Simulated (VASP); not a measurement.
Write the native input for VASP 6.6.1 that does the following.

- Task: single point
- Functional: LDA
- Potentials or basis: VASP PAW LDA potentials, release 64 (Ge_d)
- Cutoff: 520 eV
- k mesh: 18 × 18 × 18
- Occupations: fermi-dirac, width 0.08 eV
- Spin: no spin polarisation
- Dipole correction: no
- Further INCAR settings: ALGO = Normal; EDIFF = 1e-07; NBANDS = 13

The structure of Ge lies in POSCAR:

```
Ge
1.0
   -1.4644247001      1.4644247001      1.4644247001
    1.4644247001     -1.4644247001      1.4644247001
    1.4644247001      1.4644247001     -1.4644247001
Ge
1
Direct
    0.0000000000      0.0000000000      0.0000000000
```

One way to write it, as run:

INCAR

```
SYSTEM = Ge
PREC = Accurate ; ENCUT = 520
EDIFF = 1E-7 ; ISMEAR = -1
SIGMA = 0.08 ; LREAL = .False.
LASPH = .True. ; NELM = 100
ALGO = Normal ; ISIF = 2
LWAVE = .False. ; LCHARG = .False.
NBANDS = 13
```

KPOINTS

```
Automatic mesh
0
Gamma
  18 18 18
  0 0 0
```

Potentials or basis: VASP PAW LDA potentials, release 64 (Ge_d).

Command:

```console
$ cat potpaw_LDA.64/Ge_d/POTCAR > POTCAR
$ mpirun -np 1 vasp_std > vasp.out
```

Results of the run:

The pressure is 61.7 GPa and the band gap on the k mesh is zero (band 7 reaches 25.96 eV, above the bottom of band 8 at 6.95 eV).

It took 18 s on 1 thread of Intel(R) Xeon(R) Platinum 8259CL CPU @ 2.50GHz (Skylake/Cascade Lake), with other jobs on the host, peak memory 0.14 GiB.
